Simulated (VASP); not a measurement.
# Sn in VASP: a series of runs

Sn is run at these levels: PBE; tasks: electric field gradients.

All numbers are computed with VASP 6.6.1; they aren't measurements. Logs are shortened: lines on timing, memory, paths and dates and some standing lists are left out, and cuts for length are marked.

### 1 The cell of the first run

Symmetry: I4_1/amd, No. 141, tetragonal system. Conventional cell: a = 5.851 Å, b = 5.851 Å, c = 3.192 Å, α = 90.00°, β = 90.00°, γ = 90.00°. Within 4.0 Å of Sn (site symmetry -4m2) lie 10 Sn at 3.03 to 3.78 Å.

### 2 Electric field gradients, PBE (27.32 Å³/atom)

File INCAR:

```
  PREC = Accurate
  ENCUT = 520
  EDIFF = 1E-8
  ISMEAR = -1
  SIGMA = 0.05
  LREAL = False
  LASPH = True
  NELM = 100
  ALGO = Normal
  ISIF = 2
  LWAVE = False
  LCHARG = False
  GGA = PE
  LEFG = True
  NBANDS = 21
```

File KPOINTS:

```
regular mesh
0
Gamma
  15 15 15
```

File POSCAR:

```
Sn
1.0
   -2.9255372805      2.9255372805      1.5959345903
    2.9255372805     -2.9255372805      1.5959345903
    2.9255372805      2.9255372805     -1.5959345903
Sn
2
Direct
    0.0000000000      0.0000000000      0.0000000000
    0.7500000000      0.2500000000      0.5000000000
```

Potentials or basis: VASP PAW PBE potentials, release 64 (Sn_d).

The run is started by

```console
cat potpaw_PBE.64/Sn_d/POTCAR > POTCAR
mpirun -np 1 vasp_std > vasp.out
```

OUTCAR:

```text
PREC = Accurate
   ENCUT = 520
   EDIFF = 1E-8
   ISMEAR = -1
   LREAL = False
   LASPH = True
   NELM = 100
   ISIF = 2
   GGA = PE

 ion  position               nearest neighbor table
   1  0.000  0.000  0.000-   2 3.03   2 3.03   2 3.03   2 3.03
   2  0.750  0.250  0.500-   1 3.03   1 3.03   1 3.03   1 3.03

  LATTYP: Found a body centered tetragonal cell.
 ALAT       =     5.8510745610
 C/A-ratio  =     0.5455184594

  Lattice vectors:

 A1 = (  -2.9255372805,   2.9255372805,   1.5959345903)
 A2 = (   2.9255372805,  -2.9255372805,   1.5959345903)
 A3 = (   2.9255372805,   2.9255372805,  -1.5959345903)

Analysis of symmetry for initial positions (statically):
=====================================================================
 Subroutine PRICEL returns:
 Original cell was already a primitive cell.

 Routine SETGRP: Setting up the symmetry group for a
 body centered tetragonal supercell.

 Subroutine GETGRP returns: Found 16 space group operations
 (whereof  8 operations were pure point group operations)
 out of a pool of 16 trial point group operations.

The static configuration has the point symmetry D_2d.
 The point group associated with its full space group is D_4h.

Analysis of symmetry for dynamics (positions and initial velocities):
=====================================================================
 Subroutine PRICEL returns:
 Original cell was already a primitive cell.

 Routine SETGRP: Setting up the symmetry group for a
 body centered tetragonal supercell.

 Subroutine GETGRP returns: Found 16 space group operations
 (whereof  8 operations were pure point group operations)
 out of a pool of 16 trial point group operations.

The dynamic configuration has the point symmetry D_2d.
 The point group associated with its full space group is D_4h.

 Subroutine INISYM returns: Found 16 space group operations
 (whereof  8 operations are pure point group operations),
 and found     1 'primitive' translations

----------------------------------------------------------------------------------------

                                     Primitive cell

  volume of cell :      54.6369

[... 121 lines left out ...]
  volume of cell :       54.64
 maximum number of plane-waves:      1494
 NGX is ok and might be reduce to    36
   NGX = 17   NGY = 17   NGZ = 17

 number of electron      27.9999996 magnetization

 Free energy of the ion-electron system (eV)
  ---------------------------------------------------
  ext. energy  EPLUGINS =         0.00000000
  ---------------------------------------------------
  free energy    TOTEN  =        -7.59998063 eV

  energy without entropy =       -7.59237985  energy(sigma->0) =       -7.59618024

 E-fermi :   7.8931     XC(G=0): -10.2739

 val. band max:        7.8915183585   @ k =  -0.2000  -0.2667   0.2000
 cond. band min:       7.9031851426   @ k =  -0.4000  -0.4000   0.2667
 fundamental gap:      0.0116667841
 Fermi energy:         7.8931183297

 k-point     1 :       0.0000    0.0000    0.0000
  band No.  band energies     occupation
      1     -13.7546      2.00000
      2     -13.6725      2.00000
      3     -13.6302      2.00000
      4     -13.6186      2.00000
      5     -13.4739      2.00000
      6     -13.4739      2.00000
[... 565 lines left out ...]
     20      15.0106      0.00000
     21      15.9188      0.00000

 [... further k-points ...]

------------------------ aborting loop because EDIFF is reached ----------------------------------------

  FORCE on cell =-STRESS in cart. coord.  units (eV):
  Direction    XX          YY          ZZ          XY          YZ          ZX
  --------------------------------------------------------------------------------------
  -------------------------------------------------------------------------------------
  Total        0.7995802      0.7995802      0.4605054      0.0000000      0.0000000      0.0000000
  in kB       23.4469444     23.4469444     13.5038929      0.0000000      0.0000000      0.0000000
  external PRESSURE =      20.1325939 kB  Pullay stress =       0.0000000 kB

 VOLUME and BASIS-vectors are now :
 -----------------------------------------------------------------------------
  energy-cutoff  :      520.00
  volume of cell :       54.64
      direct lattice vectors                 reciprocal lattice vectors
    -2.925537280  2.925537280  1.595934590     0.000000000  0.170908777  0.313296048
     2.925537280 -2.925537280  1.595934590     0.170908777  0.000000000  0.313296048
     2.925537280  2.925537280 -1.595934590     0.170908777  0.170908777  0.000000000

 POSITION                                       TOTAL-FORCE (eV/Angst)
 -----------------------------------------------------------------------------------
      0.00000      0.00000      0.00000         0.000000      0.000000     -0.000000
      0.00000      2.92554      0.79797        -0.000000     -0.000000      0.000000
 -----------------------------------------------------------------------------------
    total drift:                               -0.000000      0.000000     -0.000000

  FREE ENERGIE OF THE ION-ELECTRON SYSTEM (eV)
  ---------------------------------------------------
  free  energy   TOTEN  =        -7.5999806341 eV

  energy  without entropy=       -7.5923798480  energy(sigma->0) =       -7.59618024

 Electric field gradients (V/A^2)
---------------------------------------------------------------------
 ion       V_xx      V_yy      V_zz      V_xy      V_xz      V_yz
---------------------------------------------------------------------
   1     -21.940   -21.940    43.880     0.001     0.001     0.001
   2     -21.940   -21.940    43.880     0.001     0.001     0.001
---------------------------------------------------------------------

 Electric field gradients after diagonalization (V/A^2)
 (convention: |V_zz| > |V_xx| > |V_yy|)
----------------------------------------------------------------------
 ion       V_xx      V_yy      V_zz     asymmetry (V_yy - V_xx)/ V_zz
----------------------------------------------------------------------
   1     -21.941   -21.938    43.880       0.000
   2     -21.941   -21.938    43.880       0.000
----------------------------------------------------------------------

           NMR quadrupolar parameters

 Cq : quadrupolar parameter    Cq=e*Q*V_zz/h
 eta: asymmetry parameters     (V_yy - V_xx)/ V_zz
 Q  : nuclear electric quadrupole moment in mb (millibarn)
----------------------------------------------------------------------
 ion       Cq(MHz)       eta       Q (mb)
----------------------------------------------------------------------
   1       0.106       0.000       1.000
   2       0.106       0.000       1.000
----------------------------------------------------------------------
```

stdout:

```text
POSCAR found type information on POSCAR Sn
 POSCAR found :  1 types and       2 ions
 scaLAPACK will be used
 LDA part: xc-table for (Slater+PW92), standard interpolation
 POSCAR, INCAR and KPOINTS ok, starting setup
 FFT: planning ... GRIDC
 FFT: planning ... GRID_SOFT
 FFT: planning ... GRID
 WAVECAR not read
 entering main loop
ion   1

ion   2
```

It took 7.3 min on 1 thread of Intel Xeon Platinum 8488C (Sapphire Rapids), shared host; peak memory 0.39 GiB.

Results:

| Quantity | Value |
| --- | --- |
| Free energy | -7.6000 eV |
| Pressure | 2.0 GPa |
| Band gap on the k mesh | zero (bands 14 and 15 overlap by 4.27 eV) |
| Largest electric field gradient by atom | Sn +43.9 V/Å² |

Stress tensor (GPa, compression positive):
```
2.34 0.00 0.00
0.00 2.34 0.00
0.00 0.00 1.35
```

Levels at points of the mesh, in eV from the Fermi level:
```csv
k point,band 12,band 13,band 14,band 15,band 16,band 17
"(0.00, 0.00, 0.00)",-3.64,-1.95,-1.95,2.99,6.21,6.21
```

Electric field gradients, principal values (V/Å²):
```csv
atom,least,middle,greatest (by size)
1 Sn,-21.938,-21.941,43.880
2 Sn,-21.938,-21.941,43.880
```

Caveat: without QUAD_EFG the Cq values of the log hold for a quadrupole moment of 1 mb, not for the nuclei; spin-orbit coupling is left out, which moves the levels of the heavy elements.

### 3 Electric field gradients, PBE (27.59 Å³/atom)

This run uses another cell than the first one, of 27.59 Å³/atom.

File INCAR:

```
SYSTEM = Sn
ALGO = Normal ; EDIFF = 1E-8
ENCUT = 520 ; GGA = PE
ISIF = 2 ; ISMEAR = -1
LASPH = .True. ; LCHARG = .False.
LEFG = .True. ; LREAL = .False.
LWAVE = .False. ; NBANDS = 21
NELM = 60 ; PREC = Accurate
SIGMA = 0.05
```

File KPOINTS:

```
k-points
0
Gamma
  15 15 15
  0 0 0
```

File POSCAR:

```
Sn
1.0
   -2.9351608277      2.9351608277      1.6011844130
    2.9351608277     -2.9351608277      1.6011844130
    2.9351608277      2.9351608277     -1.6011844130
Sn
2
Direct
    0.0000000000      0.0000000000      0.0000000000
    0.7500000000      0.2500000000      0.5000000000
```

Potentials or basis: VASP PAW PBE potentials, release 64 (Sn_d).

The run is started by

```console
cat potpaw_PBE.64/Sn_d/POTCAR > POTCAR
mpirun -np 1 vasp_std > vasp.out
```

OUTCAR:

```text
SYSTEM = Sn
   EDIFF = 1E-8
   ENCUT = 520
   GGA = PE
   ISIF = 2
   ISMEAR = -1
   LASPH = .True.
   LREAL = .False.
   NELM = 60
   PREC = Accurate

 ion  position               nearest neighbor table
   1  0.000  0.000  0.000-   2 3.04   2 3.04   2 3.04   2 3.04
   2  0.750  0.250  0.500-   1 3.04   1 3.04   1 3.04   1 3.04

  LATTYP: Found a body centered tetragonal cell.
 ALAT       =     5.8703216554
 C/A-ratio  =     0.5455184595

  Lattice vectors:

 A1 = (  -2.9351608277,   2.9351608277,   1.6011844130)
 A2 = (   2.9351608277,  -2.9351608277,   1.6011844130)
 A3 = (   2.9351608277,   2.9351608277,  -1.6011844130)

Analysis of symmetry for initial positions (statically):
=====================================================================
 Subroutine PRICEL returns:
 Original cell was already a primitive cell.

 Routine SETGRP: Setting up the symmetry group for a
 body centered tetragonal supercell.

[... 767 lines left out ...]
      direct lattice vectors                 reciprocal lattice vectors
    -2.935160828  2.935160828  1.601184413     0.000000000  0.170348417  0.312268840
     2.935160828 -2.935160828  1.601184413     0.170348417  0.000000000  0.312268840
     2.935160828  2.935160828 -1.601184413     0.170348417  0.170348417  0.000000000

 POSITION                                       TOTAL-FORCE (eV/Angst)
 -----------------------------------------------------------------------------------
      0.00000      0.00000      0.00000        -0.000000     -0.000000      0.000000
     -0.00000      2.93516      0.80059         0.000000      0.000000     -0.000000
 -----------------------------------------------------------------------------------
    total drift:                               -0.000000      0.000000     -0.000000

  FREE ENERGIE OF THE ION-ELECTRON SYSTEM (eV)
  ---------------------------------------------------
  free  energy   TOTEN  =        -7.6060515551 eV

  energy  without entropy=       -7.5983260942  energy(sigma->0) =       -7.60218882

 Electric field gradients (V/A^2)
---------------------------------------------------------------------
 ion       V_xx      V_yy      V_zz      V_xy      V_xz      V_yz
---------------------------------------------------------------------
   1     -21.736   -21.736    43.472     0.002     0.001     0.001
   2     -21.736   -21.736    43.472     0.002     0.001     0.001
---------------------------------------------------------------------

 Electric field gradients after diagonalization (V/A^2)
 (convention: |V_zz| > |V_xx| > |V_yy|)
----------------------------------------------------------------------
 ion       V_xx      V_yy      V_zz     asymmetry (V_yy - V_xx)/ V_zz
----------------------------------------------------------------------
   1     -21.737   -21.734    43.472       0.000
   2     -21.737   -21.734    43.472       0.000
----------------------------------------------------------------------

           NMR quadrupolar parameters

 Cq : quadrupolar parameter    Cq=e*Q*V_zz/h
 eta: asymmetry parameters     (V_yy - V_xx)/ V_zz
 Q  : nuclear electric quadrupole moment in mb (millibarn)
----------------------------------------------------------------------
 ion       Cq(MHz)       eta       Q (mb)
----------------------------------------------------------------------
   1       0.105       0.000       1.000
   2       0.105       0.000       1.000
----------------------------------------------------------------------
```

OSZICAR:

```text
N       E                     dE             d eps       ncg     rms          rms(c)
DAV:   1     0.223196631799E+03    0.22320E+03   -0.14448E+04 12299   0.207E+03
DAV:   2     0.157370250309E+02   -0.20746E+03   -0.20320E+03 12136   0.457E+02
DAV:   3    -0.687940916297E+01   -0.22616E+02   -0.22434E+02 14120   0.135E+02
DAV:   4    -0.759618294262E+01   -0.71677E+00   -0.71635E+00 13737   0.267E+01
DAV:   5    -0.762503213275E+01   -0.28849E-01   -0.28848E-01 17142   0.505E+00    0.231E+00
DAV:   6    -0.760971450402E+01    0.15318E-01   -0.31305E-02 16405   0.246E+00    0.130E+00
DAV:   7    -0.760608526836E+01    0.36292E-02   -0.18518E-02 16355   0.191E+00    0.163E-01
DAV:   8    -0.760604612547E+01    0.39143E-04   -0.20970E-03 14877   0.599E-01    0.364E-02
DAV:   9    -0.760605220868E+01   -0.60832E-05   -0.64886E-05 16228   0.747E-02    0.123E-02
DAV:  10    -0.760605172513E+01    0.48355E-06   -0.72486E-06 15284   0.340E-02    0.164E-03
DAV:  11    -0.760605187002E+01   -0.14488E-06   -0.41504E-07 14827   0.803E-03    0.106E-03
DAV:  12    -0.760605152626E+01    0.34376E-06   -0.50033E-08 13992   0.271E-03    0.256E-04
DAV:  13    -0.760605155088E+01   -0.24623E-07   -0.24474E-09  8033   0.490E-04    0.668E-05
DAV:  14    -0.760605155507E+01   -0.41846E-08   -0.83529E-10  7318   0.325E-04
   1 F= -.76060516E+01 E0= -.76021888E+01  d E =-.772546E-02
```

It took 6.5 min on 1 thread of Intel Xeon Platinum 8488C (Sapphire Rapids), shared host; peak memory 0.39 GiB.

Results:

```
Free energy                             : -7.6061 eV
Pressure                                : 1.5 GPa
Band gap on the k mesh                  : zero (bands 14 and 15 overlap by 4.21 eV)
Largest electric field gradient by atom : Sn +43.5 V/Å²
```

Stress tensor (GPa, compression positive):
```
1.79 0.00 0.00
0.00 1.79 0.00
0.00 0.00 0.82
```

Levels at points of the mesh, in eV from the Fermi level:
```
           k point  band 12  band 13  band 14  band 15  band 16  band 17
(0.00, 0.00, 0.00)    -3.67    -1.93    -1.93     3.01     6.16     6.16
```

Electric field gradients, principal values (V/Å²):
```
atom    least   middle  greatest (by size)
1 Sn  -21.734  -21.737              43.472
2 Sn  -21.734  -21.737              43.472
```

Caveat: without QUAD_EFG the Cq values of the log hold for a quadrupole moment of 1 mb, not for the nuclei; spin-orbit coupling is left out, which moves the levels of the heavy elements.

[end of part 1 of 2]

The gap in the log of VASP goes by the Fermi energy; the results here count the filled bands.